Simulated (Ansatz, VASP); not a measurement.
# ZnSi3N: VASP beside Ansatz

File INCAR:

```
  ALGO = Normal
  EDIFF = 1E-7
  ENCUT = 520
  GGA = PE
  ISIF = 2
  ISMEAR = 0
  LASPH = T
  LCHARG = F
  LREAL = F
  LWAVE = F
  NBANDS = 22
  NELM = 60
  PREC = Accurate
  SIGMA = 0.1
```

The input KPOINTS:

```
k-points
0
Gamma
  4 4 4
```

The input POSCAR:

```
ZnSi3N
1.0
    4.0753172500      0.0000000000      0.0000000000
    0.0000000000      4.0753172500      0.0000000000
    0.0000000000      0.0000000000      4.0753172500
Zn Si N
1 3 1
Direct
    0.0000000000      0.0000000000      0.0000000000
    0.0000000000      0.5000000000      0.5000000000
    0.5000000000      0.5000000000      0.0000000000
    0.5000000000      0.0000000000      0.5000000000
    0.5000000000      0.5000000000      0.5000000000
```

Input for Ansatz:

```yaml
crystal:
  lattice:
    - [4.07531725, 0.0, 0.0]
    - [0.0, 4.07531725, 0.0]
    - [0.0, 0.0, 4.07531725]
  atoms:
    - { symbol: Zn, position: [0.0, 0.0, 0.0] }
    - { symbol: Si, position: [0.0, 0.5, 0.5] }
    - { symbol: Si, position: [0.5, 0.5, 0.0] }
    - { symbol: Si, position: [0.5, 0.0, 0.5] }
    - { symbol: "N", position: [0.5, 0.5, 0.5] }
basis:
  ecutwfc: 420
kpoints:
  mp_grid: { grid: [4, 4, 4] }
hamiltonian:
  xc: pbe
scf:
  occupations: { method: gaussian, width: 0.1 }
  lower_state_search: "off"
output:
  forces: true
  stress: true
  eigenvalues: true
```

Change from the starting cell: species swapped into the Mn3PdN type (Pm-3m, No. 221).

Alike in both runs: task single point; functional PBE; k mesh 4 × 4 × 4; occupations gaussian, width 0.1 eV; no spin polarisation.

|  | VASP | Ansatz |
| --- | --- | --- |
| version | VASP 6.6.1 | Ansatz 0.2.0 |
| potentials or method | VASP PAW PBE potentials, release 64 (Zn, Si, N), cutoff 520 eV | scalar-relativistic, plane waves, PAW |
| valence electrons in the cell | 29 | 29 |

Ansatz gave:

| Property | Result |
| --- | --- |
| gap on the k mesh at the Fermi level (eV) | none |
| pressure (GPa) | -0.9 |

Question: What did VASP give for the same quantities?

Answer: gap on the k mesh at the Fermi level (eV): none; pressure (GPa): -0.8.

A gap of «none» marks a metal or a gap that the smearing closes.

The k mesh is coarse, so the values compare programs but aren't converged.
